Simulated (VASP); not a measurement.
**ZnSe (CsCl type): single point with PBE**

ZnSe (CsCl type):

```
Zn Se
1.0
     2.83760    0.00000    0.00000
     0.00000    2.83760    0.00000
     0.00000    0.00000    2.83760
Zn Se
1 1
Cartesian
  0.0000 0.0000 0.0000
  1.4188 1.4188 1.4188
```

```
Program                : VASP 6.6.1
Task                   : single point
Functional             : PBE
Potentials or basis    : VASP PAW PBE potentials, release 64 (Zn, Se)
Cutoff                 : 520 eV
k mesh                 : 16 × 16 × 16
Occupations            : fermi-dirac, width 0.1 eV
Spin                   : no spin polarisation
Dipole correction      : no
Further INCAR settings : ALGO = Normal; EDIFF = 1e-06; NBANDS = 16
```

```
Pressure               : 101.7 GPa
Band gap on the k mesh : zero (bands 9 and 10 overlap by 3.58 eV)
```

Levels at points of the mesh, in eV from the Fermi level:
| k point | band 6 | band 7 | band 8 | band 9 | band 10 | band 11 | band 12 | band 13 |
| --- | --- | --- | --- | --- | --- | --- | --- | --- |
| (0.00, 0.00, 0.00) | -8.21 | -2.19 | -2.19 | -2.19 | 1.94 | 4.97 | 4.97 | 16.69 |
| (0.50, 0.00, 0.00) | -8.18 | -7.56 | 1.06 | 1.06 | 5.41 | 6.42 | 7.04 | 7.04 |
| (0.50, 0.50, 0.00) | -8.51 | -7.88 | -7.27 | -3.40 | 1.69 | 10.23 | 10.23 | 10.53 |
| (0.50, 0.50, 0.50) | -7.87 | -3.64 | -3.64 | -3.64 | -1.17 | -1.17 | -1.17 | 2.68 |

Wall time 36 s on 1 thread of AMD EPYC 7R13 Processor (Zen 3), with other jobs on the host, peak memory 0.16 GiB.

Caveat: the cell stands under pressure.
